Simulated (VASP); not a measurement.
# S (R-3m) in VASP: single point with PBEsol

Aim: the single point of S with PBEsol.

All numbers are computed with VASP 6.6.1; they aren't measurements. Logs are shortened: lines on timing, memory, paths and dates and some standing lists are left out, and cuts for length are marked.

### 1 The cell of the first run

The typed cell holds 1 atom: a = 2.533 Å, b = 2.533 Å, c = 2.533 Å, α = 90.05°, β = 90.05°, γ = 90.05°.

### 2 Single point, PBEsol

Input file INCAR:

```
PREC = Accurate
ENCUT = 520
EDIFF = 1E-7
ISMEAR = 1
SIGMA = 0.15
LREAL = False
LASPH = True
NELM = 60
ALGO = Normal
ISIF = 2
LWAVE = False
LCHARG = False
GGA = PS
NBANDS = 9
```

Input file KPOINTS:

```
regular mesh
0
Gamma
  18 18 18
```

Input file POSCAR:

```
S
1.0
    1.7921275823      1.0346850593      1.4611797613
   -1.7921275823      1.0346850593      1.4611797613
    0.0000000000     -2.0693709669      1.4611791606
S
1
Direct
    0.0000000000      0.0000000000      0.0000000000
```

Potentials or basis: VASP PAW PBE potentials, release 64 (S).

Started as:

```sh
$ cat potpaw_PBE.64/S/POTCAR > POTCAR
$ mpirun -np 1 vasp_std > vasp.out
```

OUTCAR:

```text
PREC = Accurate
   ENCUT = 520
   EDIFF = 1E-7
   ISMEAR = 1
   LREAL = False
   LASPH = True
   NELM = 60
   ISIF = 2
   GGA = PS

 ion  position               nearest neighbor table
   1  0.000  0.000  0.000-

  LATTYP: Found a trigonal (rhomboedric) cell.
 ALAT       =     2.5332470740
 COS(alpha) =    -0.0009508307

  Lattice vectors:

 A1 = (   1.7921275823,   1.0346850593,   1.4611797613)
 A2 = (  -1.7921275823,   1.0346850593,   1.4611797613)
 A3 = (   0.0000000000,  -2.0693709669,   1.4611791606)

Analysis of symmetry for initial positions (statically):
=====================================================================
 Subroutine PRICEL returns:
 Original cell was already a primitive cell.

 Routine SETGRP: Setting up the symmetry group for a
 trigonal (rhombohedral) supercell.

 Subroutine GETGRP returns: Found 12 space group operations
 (whereof 12 operations were pure point group operations)
 out of a pool of 12 trial point group operations.

The static configuration has the point symmetry D_3d.

Analysis of symmetry for dynamics (positions and initial velocities):
=====================================================================
 Subroutine PRICEL returns:
 Original cell was already a primitive cell.

 Routine SETGRP: Setting up the symmetry group for a
 trigonal (rhombohedral) supercell.

 Subroutine GETGRP returns: Found 12 space group operations
 (whereof 12 operations were pure point group operations)
 out of a pool of 12 trial point group operations.

The dynamic configuration has the point symmetry D_3d.

 Subroutine INISYM returns: Found 12 space group operations
 (whereof 12 operations are pure point group operations),
 and found     1 'primitive' translations

----------------------------------------------------------------------------------------

                                     Primitive cell

  volume of cell :      16.2567

  direct lattice vectors                    reciprocal lattice vectors
     1.792127582  1.034685059  1.461179761     0.278997994  0.161079523  0.228126226
    -1.792127582  1.034685059  1.461179761    -0.278997994  0.161079523  0.228126226
     0.000000000 -2.069370967  1.461179161     0.000000000 -0.322159178  0.228126133

  length of vectors
     2.533247074  2.533247074  2.533247074     0.394750640  0.394750640  0.394750640

  position of ions in fractional coordinates (direct lattice)
     0.000000000  0.000000000  0.000000000

  ion indices of the primitive-cell ions
   primitive index   ion index
                 1           1

----------------------------------------------------------------------------------------

 KPOINTS: regular mesh

Automatic generation of k-mesh.
 Grid dimensions read from file:
 generate k-points for:   18   18   18

 Generating k-lattice:

  Cartesian coordinates                     Fractional coordinates (reciprocal lattice)
     0.015499889  0.008948862  0.012673679     0.055555556  0.000000000  0.000000000
    -0.015499889  0.008948862  0.012673679     0.000000000  0.055555556  0.000000000
     0.000000000 -0.017897732  0.012673674     0.000000000  0.000000000  0.055555556

  Length of vectors
     0.021930591  0.021930591  0.021930591

  Shift w.r.t. Gamma in fractional coordinates (k-lattice)
     0.000000000  0.000000000  0.000000000

 Subroutine IBZKPT returns following result:
 ===========================================

 Found    580 irreducible k-points:

 Following reciprocal coordinates:
            Coordinates               Weight
  0.000000  0.000000  0.000000      1.000000
  0.055556 -0.000000 -0.000000      6.000000
  0.111111 -0.000000 -0.000000      6.000000
  0.166667 -0.000000  0.000000      6.000000
  0.222222 -0.000000  0.000000      6.000000
  0.277778 -0.000000  0.000000      6.000000
[... 16 lines left out ...]
 -0.277778  0.055556 -0.000000     12.000000
 -0.222222  0.055556  0.000000     12.000000
 [... further k-points ...]
   k-points           NKPTS =    580   k-points in BZ     NKDIM =    580   number of bands    NBANDS=      9
   number of dos      NEDOS =    301   number of ions     NIONS =      1
   total plane-waves  NPLWV =   8000
   dimension x,y,z NGX =    20 NGY =   20 NGZ =   20
   dimension x,y,z NGXF=    40 NGYF=   40 NGZF=   40
   ions per type =               1
   NGX,Y,Z   is equivalent  to a cutoff of  13.13, 13.13, 13.13 a.u.
   NGXF,Y,Z  is equivalent  to a cutoff of  26.25, 26.25, 26.25 a.u.
 SYSTEM =  unknown system
   PREC   = accura    normal or accurate (medium, high low for compatibility)
   ISTART =      0    job   : 0-new  1-cont  2-samecut
   ICHARG =      2    charge: 1-file 2-atom 10-const
   ISPIN  =      1    spin polarized calculation?
   LNONCOLLINEAR =      F non collinear calculations
   LSORBIT =      F    spin-orbit coupling
   LASPH  =      T    aspherical Exc in radial PAW
   ENCUT  =  520.0 eV  38.22 Ry    6.18 a.u.   4.71  4.71  4.71*2*pi/ulx,y,z
   NELM   =     60;   NELMIN=  2; NELMDL= -5     # of ELM steps
   EDIFF  = 0.1E-06   stopping-criterion for ELM
   LREAL  =      F    real-space projection
   EDIFFG = 0.1E-05   stopping-criterion for IOM
   NSW    =      0    number of steps for IOM
   IBRION =     -1    ionic relax: 0-MD 1-quasi-New 2-CG
   NFREE  =      0    steps in history (QN), initial steepest desc. (CG)
   ISIF   =      2    stress and relaxation
   ISYM   =      2    0-nonsym 1-usesym 2-fastsym
   POTIM  = 0.5000    time-step for ionic-motion
   TEBEG  =    0.0;   TEEND  =   0.0 temperature during run
   PSTRESS=    0.0 pullay stress
   NELECT =       6.0000    total number of electrons
   NUPDOWN=      -1.0000    fix difference up-down
   EMIN   =  10.00;   EMAX   =-10.00  energy-range for DOS
   EFERMI =   0.00;   METHOD = LEGACY
   ISMEAR =     1;   SIGMA  =   0.15  broadening in eV -4-tet -1-fermi 0-gaus
   EFERMI_NEDOS =   21; number of points for ismear=-14 and -15
   IALGO  =     38    algorithm
   IMIX   =      4    mixing-type and parameters
     AMIX     =   0.40;   BMIX     =  1.00
     AMIX_MAG =   1.60;   BMIX_MAG =  1.00
  volume/ion in A,a.u.               =      16.26       109.71
  Fermi-wavevector in a.u.,A,eV,Ry     =   1.174306  2.219116 18.762356  1.378994
  Thomas-Fermi vector in A             =   2.310705
   LORBIT       =      0    0 simple, 1 ext, 2 COOP (PROOUT), +10 PAW based schemes
   GGA     = PS    functional components
   LHFCALC =     F    Hartree Fock is set to
   AEXX    =    0.0000 exact exchange contribution
   IVDW    =     0    specifies the selected vdW correction
   LEPSILON=     F    determine dielectric tensor
   LRPA    =     F    only Hartree local field effects (RPA)
 non-spin polarized calculation
 Methfessel and Paxton  Order N= 1 SIGMA  =   0.15
  energy-cutoff  :      520.00
  volume of cell :       16.26
 maximum number of plane-waves:       461
   NGX =  9   NGY =  9   NGZ =  9

 number of electron       5.9999998 magnetization

 Free energy of the ion-electron system (eV)
  ---------------------------------------------------
  ext. energy  EPLUGINS =         0.00000000
  ---------------------------------------------------
  free energy    TOTEN  =        -3.95298155 eV

  energy without entropy =       -3.95324039  energy(sigma->0) =       -3.95306783

 E-fermi :   7.7575     XC(G=0): -10.9938

 val. band max:        7.7487531852   @ k =  -0.1667   0.1111   0.0000
 cond. band min:       7.7742578753   @ k =   0.1667   0.1111   0.0556
 fundamental gap:      0.0255046902
 Fermi energy:         7.7575310897

 k-point     1 :       0.0000    0.0000    0.0000
  band No.  band energies     occupation
      1      -9.8172      2.00000
      2       9.3300     -0.00000
      3       9.3387     -0.00000
      4       9.3387     -0.00000
      5      14.9088      0.00000
      6      14.9088      0.00000
      7      18.2266      0.00000
      8      29.9848      0.00000
      9      29.9899      0.00000

 k-point     2 :       0.0556   -0.0000   -0.0000
  band No.  band energies     occupation
      1      -9.7591      2.00000
      2       8.7019     -0.00000
      3       9.3729     -0.00000
      4       9.3786     -0.00000
      5      14.9583      0.00000
      6      15.4678      0.00000
      7      18.4473      0.00000
      8      29.4853      0.00000
      9      29.4875      0.00000

 k-point     3 :       0.1111   -0.0000   -0.0000
  band No.  band energies     occupation
      1      -9.5861      2.00000
      2       7.3135      2.00023
      3       9.4902     -0.00000
      4       9.4960     -0.00000
      5      15.1044      0.00000
      6      16.4965      0.00000
      7      19.2306      0.00000
      8      28.3147      0.00000
      9      28.3193      0.00000

 k-point     4 :       0.1667   -0.0000    0.0000
  band No.  band energies     occupation
      1      -9.3025      2.00000
      2       5.7176      2.00000
      3       9.6784     -0.00000
      4       9.6842     -0.00000
      5      15.3399      0.00000
      6      17.3238      0.00000
      7      20.6501      0.00000
      8      26.9289      0.00000
      9      26.9336      0.00000
[... 205 lines left out ...]
 k-point    22 :      -0.3333    0.0556   -0.0000
  band No.  band energies     occupation
      1      -7.8605      2.00000
      2       1.3302      2.00000
      3       9.9614     -0.00000
      4      10.5435     -0.00000
      5      16.7928      0.00000
      6      19.5188      0.00000
      7      22.2588      0.00000
      8      23.2478      0.00000
      9      24.9104      0.00000

 k-point    23 :      -0.2778    0.0556   -0.0000
  band No.  band energies     occupation
      1      -8.3880      2.00000
      2       2.6754      2.00000
      3       9.6465     -0.00000
      4      10.2505     -0.00000
      5      16.4111      0.00000
      6      18.9022      0.00000
      7      22.8569      0.00000
      8      24.3273      0.00000
      9      24.7272      0.00000

 k-point    24 :      -0.2222    0.0556    0.0000
  band No.  band energies     occupation
      1      -8.8594      2.00000
      2       4.1739      2.00000
      3       9.3430     -0.00000
      4       9.9663     -0.00000
      5      16.0464      0.00000
      6      18.2928      0.00000
      7      22.1937      0.00000
      8      25.2016      0.00000
      9      25.5907      0.00000

 [... further k-points ...]

------------------------ aborting loop because EDIFF is reached ----------------------------------------

  FORCE on cell =-STRESS in cart. coord.  units (eV):
  Direction    XX          YY          ZZ          XY          YZ          ZX
  --------------------------------------------------------------------------------------
  -------------------------------------------------------------------------------------
  Total        0.1028787      0.1028787      0.1074805      0.0000000     -0.0000000      0.0000000
  in kB       10.1392119     10.1392119     10.5927336      0.0000000     -0.0000001      0.0000000
  external PRESSURE =      10.2903858 kB  Pullay stress =       0.0000000 kB

 VOLUME and BASIS-vectors are now :
 -----------------------------------------------------------------------------
  energy-cutoff  :      520.00
  volume of cell :       16.26
      direct lattice vectors                 reciprocal lattice vectors
     1.792127582  1.034685059  1.461179761     0.278997994  0.161079523  0.228126226
    -1.792127582  1.034685059  1.461179761    -0.278997994  0.161079523  0.228126226
     0.000000000 -2.069370967  1.461179161     0.000000000 -0.322159178  0.228126133

 POSITION                                       TOTAL-FORCE (eV/Angst)
 -----------------------------------------------------------------------------------
      0.00000      0.00000      0.00000         0.000000     -0.000000      0.000000
 -----------------------------------------------------------------------------------
    total drift:                                0.000000      0.000000      0.000000

  FREE ENERGIE OF THE ION-ELECTRON SYSTEM (eV)
  ---------------------------------------------------
  free  energy   TOTEN  =        -3.9529815450 eV

  energy  without entropy=       -3.9532403882  energy(sigma->0) =       -3.95306783
```

It took 35 s on 1 thread of AMD EPYC 7R13 (Zen 3), shared host; peak memory 0.15 GiB.

What came out:

```
Free energy            : -3.9530 eV
Pressure               : 1.0 GPa
Band gap on the k mesh : zero (band 3 reaches 11.02 eV, above the bottom of band 4 at 3.74 eV)
```

Caveat: the PAW data sets were made with another functional, which shifts forces and pressure a little.
